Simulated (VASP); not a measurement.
Runs of VASP 6.6.1 on As. The structure is that of space group Fm-3m (No. 225), or close to it. The cells are those of the table. 

```csv
task,cell,cutoff (eV),gap on the mesh (eV),pressure (GPa)
single point,"a = 2.964 Å, angles 60.0°, 1 atom",520,none,0.2
single point,"a = 2.954 Å, angles 60.0°, 1 atom",520,none,1.2
single point,"a = 2.974 Å, angles 60.0°, 1 atom",520,none,(a)
relaxation of cell and atoms,"relaxed from a = 2.965 Å, angles 60.0°, 1 atom",600,none,0.1
```

Alike in all rows: level PBEsol; potentials or basis VASP PAW PBE potentials, release 64 (As); no spin polarisation; k mesh 18 × 18 × 18; smearing methfessel-paxton 0.1 eV.

Question: Estimate the missing entries.

Answer: (a) -0.7.

Caveats: the PAW data sets were made with another functional, which shifts forces and pressure a little; the relaxation stopped at its first step, so nothing moved (some runs).

A k mesh can miss the band edges, and the runs leave out spin-orbit coupling on As.

A gap of «none» marks levels without a gap at the run's occupations.
